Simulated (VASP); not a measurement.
# HfBr2F2 (P4/mbm) in VASP: notebook

Runs on HfBr2F2. Level: PBE. Tasks: single point.

Program: VASP 6.6.1. These are calculated values, not measurements. Logs are shortened: lines on timing, memory, paths and dates and some standing lists are left out, and cuts for length are marked.

### Step 1. The cell of the first run

Symmetry: P4/mbm, No. 127, tetragonal system. The conventional cell has a = 7.753 Å, b = 7.753 Å, c = 4.083 Å, α = 90.00°, β = 90.00°, γ = 90.00°. Within 4.1 Å of Hf (site symmetry 4/m) lie 4 F at 3.02 Å and 8 Br at 3.54 Å and 2 Hf at 4.08 Å. Br (site symmetry m2m) has 6 F at 3.00 to 3.11 Å and 4 Hf at 3.54 Å and 1 Br at 3.64 Å within 3.9 Å. F (site symmetry m2m) has 1 F at 2.94 Å and 6 Br at 3.00 to 3.11 Å and 2 Hf at 3.02 Å within 3.9 Å.

The cell was built from a structure type or drawn by symmetry, and may not be a known phase.

### Step 2. Single point, PBE

File INCAR:

```
ALGO = Normal ; EDIFF = 1E-6
ENCUT = 520 ; GGA = PE
ISIF = 2 ; ISMEAR = 0
LASPH = True ; LCHARG = True
LELF = True ; LREAL = False
LVHAR = True ; LWAVE = False
NBANDS = 49 ; NELM = 80
PREC = Accurate ; SIGMA = 0.1
```

File KPOINTS:

```
k-points
0
Gamma
  2 2 4
```

File POSCAR:

```
HfBr2F2
1.0
    7.7531118500      0.0000000000      0.0000000000
    0.0000000000      7.7531118500      0.0000000000
    0.0000000000      0.0000000000      4.0826526400
Hf Br F
2 4 4
Direct
    0.0000000000      0.0000000000      0.0000000000
    0.5000000000      0.5000000000      0.0000000000
    0.3338220100      0.8338220100      0.5000000000
    0.8338220100      0.6661779900      0.5000000000
    0.1661779900      0.3338220100      0.5000000000
    0.6661779900      0.1661779900      0.5000000000
    0.3660680100      0.1339319900      0.0000000000
    0.8660680100      0.3660680100      0.0000000000
    0.1339319900      0.6339319900      0.0000000000
    0.6339319900      0.8660680100      0.0000000000
```

Potentials or basis: VASP PAW PBE potentials, release 64 (Hf_pv, Br, F).

Run with:

```sh
cat potpaw_PBE.64/Hf_pv/POTCAR potpaw_PBE.64/Br/POTCAR potpaw_PBE.64/F/POTCAR > POTCAR
mpirun -np 1 vasp_std > vasp.out
```

OUTCAR:

```text
EDIFF = 1E-6
   ENCUT = 520
   GGA = PE
   ISIF = 2
   ISMEAR = 0
   LASPH = True
   LREAL = False
   NELM = 80
   PREC = Accurate

 ion  position               nearest neighbor table
   1  0.000  0.000  0.000-
   2  0.500  0.500  0.000-
   3  0.334  0.834  0.500-
   4  0.834  0.666  0.500-
   5  0.166  0.334  0.500-
   6  0.666  0.166  0.500-
   7  0.366  0.134  0.000-
   8  0.866  0.366  0.000-
   9  0.134  0.634  0.000-
  10  0.634  0.866  0.000-

  LATTYP: Found a simple tetragonal cell.
 ALAT       =     7.7531118500
 C/A-ratio  =     0.5265824509

  Lattice vectors:

 A1 = (   7.7531118500,   0.0000000000,   0.0000000000)
 A2 = (   0.0000000000,   7.7531118500,   0.0000000000)
 A3 = (   0.0000000000,   0.0000000000,   4.0826526400)

Analysis of symmetry for initial positions (statically):
=====================================================================
 Subroutine PRICEL returns:
 Original cell was already a primitive cell.

 Routine SETGRP: Setting up the symmetry group for a
 simple tetragonal supercell.

 Subroutine GETGRP returns: Found 16 space group operations
 (whereof  8 operations were pure point group operations)
 out of a pool of 16 trial point group operations.

The static configuration has the point symmetry C_4h.
 The point group associated with its full space group is D_4h.

Analysis of symmetry for dynamics (positions and initial velocities):
=====================================================================
 Subroutine PRICEL returns:
 Original cell was already a primitive cell.

 Routine SETGRP: Setting up the symmetry group for a
 simple tetragonal supercell.

 Subroutine GETGRP returns: Found 16 space group operations
 (whereof  8 operations were pure point group operations)
 out of a pool of 16 trial point group operations.

The dynamic configuration has the point symmetry C_4h.
 The point group associated with its full space group is D_4h.

 Subroutine INISYM returns: Found 16 space group operations
 (whereof  8 operations are pure point group operations),
 and found     1 'primitive' translations

----------------------------------------------------------------------------------------

                                     Primitive cell

  volume of cell :     245.4113

  direct lattice vectors                    reciprocal lattice vectors
     7.753111850  0.000000000  0.000000000     0.128980469  0.000000000  0.000000000
     0.000000000  7.753111850  0.000000000     0.000000000  0.128980469  0.000000000
     0.000000000  0.000000000  4.082652640     0.000000000  0.000000000  0.244938791

  length of vectors
     7.753111850  7.753111850  4.082652640     0.128980469  0.128980469  0.244938791

  position of ions in fractional coordinates (direct lattice)
     0.000000000  0.000000000  0.000000000
     0.500000000  0.500000000  0.000000000
     0.333822010  0.833822010  0.500000000
     0.833822010  0.666177990  0.500000000
     0.166177990  0.333822010  0.500000000
     0.666177990  0.166177990  0.500000000
     0.366068010  0.133931990  0.000000000
     0.866068010  0.366068010  0.000000000
     0.133931990  0.633931990  0.000000000
     0.633931990  0.866068010  0.000000000

  ion indices of the primitive-cell ions
   primitive index   ion index
                 1           1
                 2           2
                 3           3
                 4           4
                 5           5
                 6           6
                 7           7
                 8           8
                 9           9
                10          10

----------------------------------------------------------------------------------------

 KPOINTS: k-points

Automatic generation of k-mesh.
 Grid dimensions read from file:
 generate k-points for:    2    2    4

 Generating k-lattice:

  Cartesian coordinates                     Fractional coordinates (reciprocal lattice)
     0.064490234  0.000000000  0.000000000     0.500000000  0.000000000  0.000000000
     0.000000000  0.064490234  0.000000000     0.000000000  0.500000000  0.000000000
     0.000000000  0.000000000  0.061234698     0.000000000  0.000000000  0.250000000

  Length of vectors
     0.064490234  0.064490234  0.061234698

  Shift w.r.t. Gamma in fractional coordinates (k-lattice)
     0.000000000  0.000000000  0.000000000

 Subroutine IBZKPT returns following result:
 ===========================================

 Found      9 irreducible k-points:

 Following reciprocal coordinates:
            Coordinates               Weight
  0.000000  0.000000  0.000000      1.000000
  0.500000  0.000000  0.000000      2.000000
  0.500000  0.500000  0.000000      1.000000
  0.000000  0.000000  0.250000      2.000000
  0.500000  0.000000  0.250000      4.000000
  0.500000  0.500000  0.250000      2.000000
  0.000000  0.000000  0.500000      1.000000
  0.500000  0.000000  0.500000      2.000000
  0.500000  0.500000  0.500000      1.000000
   k-points           NKPTS =      9   k-points in BZ     NKDIM =      9   number of bands    NBANDS=     49
   number of dos      NEDOS =    301   number of ions     NIONS =     10
   total plane-waves  NPLWV = 108000
   dimension x,y,z NGX =    60 NGY =   60 NGZ =   30
   dimension x,y,z NGXF=   120 NGYF=  120 NGZF=   60
   ions per type =               2   4   4
   NGX,Y,Z   is equivalent  to a cutoff of  12.87, 12.87, 12.22 a.u.
   NGXF,Y,Z  is equivalent  to a cutoff of  25.73, 25.73, 24.43 a.u.
 SYSTEM =  unknown system
   PREC   = accura    normal or accurate (medium, high low for compatibility)
   ISTART =      0    job   : 0-new  1-cont  2-samecut
   ICHARG =      2    charge: 1-file 2-atom 10-const
   ISPIN  =      1    spin polarized calculation?
   LNONCOLLINEAR =      F non collinear calculations
   LSORBIT =      F    spin-orbit coupling
   LASPH  =      T    aspherical Exc in radial PAW
   ENCUT  =  520.0 eV  38.22 Ry    6.18 a.u.  14.42 14.42  7.59*2*pi/ulx,y,z
   NELM   =     80;   NELMIN=  2; NELMDL= -5     # of ELM steps
   EDIFF  = 0.1E-05   stopping-criterion for ELM
   LREAL  =      F    real-space projection
   EDIFFG = 0.1E-04   stopping-criterion for IOM
   NSW    =      0    number of steps for IOM
   IBRION =     -1    ionic relax: 0-MD 1-quasi-New 2-CG
   NFREE  =      0    steps in history (QN), initial steepest desc. (CG)
   ISIF   =      2    stress and relaxation
   ISYM   =      2    0-nonsym 1-usesym 2-fastsym
   POTIM  = 0.5000    time-step for ionic-motion
   TEBEG  =    0.0;   TEEND  =   0.0 temperature during run
   PSTRESS=    0.0 pullay stress
   NELECT =      76.0000    total number of electrons
   NUPDOWN=      -1.0000    fix difference up-down
   EMIN   =  10.00;   EMAX   =-10.00  energy-range for DOS
   EFERMI =   0.00;   METHOD = LEGACY
   ISMEAR =     0;   SIGMA  =   0.10  broadening in eV -4-tet -1-fermi 0-gaus
   EFERMI_NEDOS =   21; number of points for ismear=-14 and -15
   IALGO  =     38    algorithm
   IMIX   =      4    mixing-type and parameters
     AMIX     =   0.40;   BMIX     =  1.00
     AMIX_MAG =   1.60;   BMIX_MAG =  1.00
  volume/ion in A,a.u.               =      24.54       165.61
  Fermi-wavevector in a.u.,A,eV,Ry     =   1.107596  2.093052 16.691189  1.226768
  Thomas-Fermi vector in A             =   2.244112
   LORBIT       =      0    0 simple, 1 ext, 2 COOP (PROOUT), +10 PAW based schemes
   GGA     = PE    functional components
   LHFCALC =     F    Hartree Fock is set to
   AEXX    =    0.0000 exact exchange contribution
   IVDW    =     0    specifies the selected vdW correction
   LEPSILON=     F    determine dielectric tensor
   LRPA    =     F    only Hartree local field effects (RPA)
 non-spin polarized calculation
 Gauss-broadening in eV      SIGMA  =   0.10
  energy-cutoff  :      520.00
  volume of cell :      245.41
 maximum number of plane-waves:      6632
 NGX is ok and might be reduce to    60
   NGX = 29   NGY = 29   NGZ = 15

 number of electron      76.0000040 magnetization

 Free energy of the ion-electron system (eV)
  ---------------------------------------------------
  ext. energy  EPLUGINS =         0.00000000
  ---------------------------------------------------
  free energy    TOTEN  =       -37.33754239 eV

  energy without entropy =      -37.30440532  energy(sigma->0) =      -37.32097386

 E-fermi :   0.2094     XC(G=0):  -8.7990

 val. band max:        0.1553477882   @ k =   0.5000   0.0000   0.5000
 cond. band min:       0.2178865813   @ k =   0.0000   0.0000   0.0000
 fundamental gap:      0.0625387931
 Fermi energy:         0.2094454778

 k-point     1 :       0.0000    0.0000    0.0000
  band No.  band energies     occupation
      1     -33.5806      2.00000
      2     -33.5806      2.00000
      3     -33.5802      2.00000
      4     -33.5802      2.00000
      5     -33.4939      2.00000
      6     -33.4939      2.00000
[... 41 lines left out ...]
     48       1.6727      0.00000
     49       1.8609      0.00000

 k-point     2 :       0.5000    0.0000    0.0000
  band No.  band energies     occupation
      1     -33.5804      2.00000
      2     -33.5804      2.00000
      3     -33.5804      2.00000
      4     -33.5804      2.00000
      5     -33.4939      2.00000
      6     -33.4939      2.00000
[... 41 lines left out ...]
     48       1.5960      0.00000
     49       2.0695      0.00000

 k-point     3 :       0.5000    0.5000    0.0000
  band No.  band energies     occupation
      1     -33.5807      2.00000
      2     -33.5807      2.00000
      3     -33.5802      2.00000
      4     -33.5802      2.00000
      5     -33.4939      2.00000
      6     -33.4939      2.00000
[... 301 lines left out ...]
     48       1.7157      0.00000
     49       2.2775      0.00000

 k-point     9 :       0.5000    0.5000    0.5000
  band No.  band energies     occupation
      1     -33.5792      2.00000
      2     -33.5792      2.00000
      3     -33.5787      2.00000
      4     -33.5787      2.00000
      5     -33.5126      2.00000
      6     -33.5126      2.00000
[... 41 lines left out ...]
     48       1.7886      0.00000
     49       2.4759      0.00000

------------------------ aborting loop because EDIFF is reached ----------------------------------------

  FORCE on cell =-STRESS in cart. coord.  units (eV):
  Direction    XX          YY          ZZ          XY          YZ          ZX
  --------------------------------------------------------------------------------------
  -------------------------------------------------------------------------------------
  Total      -29.5500514    -29.5500514     -9.2327621      0.0000000      0.0000000     -0.0000000
  in kB     -192.9186855   -192.9186855    -60.2764543      0.0000000      0.0000000     -0.0000000
  external PRESSURE =    -148.7046084 kB  Pullay stress =       0.0000000 kB

 VOLUME and BASIS-vectors are now :
 -----------------------------------------------------------------------------
  energy-cutoff  :      520.00
  volume of cell :      245.41
      direct lattice vectors                 reciprocal lattice vectors
     7.753111850  0.000000000  0.000000000     0.128980469  0.000000000  0.000000000
     0.000000000  7.753111850  0.000000000     0.000000000  0.128980469  0.000000000
     0.000000000  0.000000000  4.082652640     0.000000000  0.000000000  0.244938791

 POSITION                                       TOTAL-FORCE (eV/Angst)
 -----------------------------------------------------------------------------------
      0.00000      0.00000      0.00000         0.000000     -0.000000      0.000000
      3.87656      3.87656      0.00000         0.000000     -0.000000      0.000000
      2.58816      6.46472      2.04133        -0.204850     -0.204850      0.000000
      6.46472      5.16495      2.04133        -0.204850      0.204850     -0.000000
      1.28840      2.58816      2.04133         0.204850     -0.204850      0.000000
      5.16495      1.28840      2.04133         0.204850      0.204850      0.000000
      2.83817      1.03839      0.00000        -0.695050      0.695050      0.000000
      6.71472      2.83817      0.00000        -0.695050     -0.695050     -0.000000
      1.03839      4.91495      0.00000         0.695050      0.695050      0.000000
      4.91495      6.71472      0.00000         0.695050     -0.695050     -0.000000
 -----------------------------------------------------------------------------------
    total drift:                               -0.000000     -0.000000     -0.000000

  FREE ENERGIE OF THE ION-ELECTRON SYSTEM (eV)
  ---------------------------------------------------
  free  energy   TOTEN  =       -37.3375423925 eV

  energy  without entropy=      -37.3044053228  energy(sigma->0) =      -37.32097386
```

It took 98 s on 1 thread of Intel Xeon 6975P-C (Granite Rapids), shared host; peak memory 0.36 GiB.

What came out:

* Free energy: -37.3375 eV
* Pressure: -14.9 GPa
* Largest force: 0.983 eV/Å
* Band gap on the k mesh: zero (bands 38 and 39 overlap by 0.14 eV)

Forces in eV/Å, atoms in the order of the input:
```
Hf   0.000  0.000  0.000
Hf   0.000  0.000  0.000
Br  -0.205 -0.205  0.000
Br  -0.205  0.205  0.000
Br   0.205 -0.205  0.000
Br   0.205  0.205  0.000
F   -0.695  0.695  0.000
F   -0.695 -0.695  0.000
F    0.695  0.695  0.000
F    0.695 -0.695  0.000
```

Caveat: the k points lie up to 0.41 Å⁻¹ apart; spin-orbit coupling is left out, which moves the levels of the heavy elements.

[end of part 1 of 2]
